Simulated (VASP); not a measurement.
Here is a VASP 6.6.1 calculation.

File INCAR:

```
ALGO = Normal ; EDIFF = 1E-6
ENCUT = 520 ; GGA = PE
ISIF = 2 ; ISMEAR = 0
LASPH = True ; LCHARG = False
LREAL = False ; LWAVE = False
NBANDS = 33 ; NELM = 80
PREC = Accurate ; SIGMA = 0.1
```

File KPOINTS:

```
k-points
0
Gamma
  6 6 10
```

POSCAR

```
Mg2Ga2O3
1.0
    3.0308458763     -4.7776562432      0.0000000000
    3.0308458763      4.7776562432      0.0000000000
    0.0000000000      0.0000000000      2.9468273756
Mg Ga O
2 2 3
Direct
    0.7241009598      0.2758990402      0.5000000000
    0.2758990402      0.7241009598      0.5000000000
    0.7848230074      0.7848230074      0.0000000000
    0.2151769926      0.2151769926      0.0000000000
    0.0000000000      0.5000000000      0.0000000000
    0.5000000000      0.0000000000      0.0000000000
    0.5000000000      0.5000000000      0.5000000000
```

Potentials or basis: VASP PAW PBE potentials, release 64 (Mg, Ga_d, O).

Command:

```sh
$ cat potpaw_PBE.64/Mg/POTCAR potpaw_PBE.64/Ga_d/POTCAR potpaw_PBE.64/O/POTCAR > POTCAR
$ mpirun -np 1 vasp_std > vasp.out
```

(1) Estimate the largest force.

(2) Estimate the band gap on the k mesh.

(3) Estimate the pressure.

Results:

(1) 0.027 eV/Å.

(2) zero (bands 24 and 25 overlap by 2.40 eV).

(3) -0.2 GPa.

Caveat: the cell differs from its parent crystal (atoms taken out).
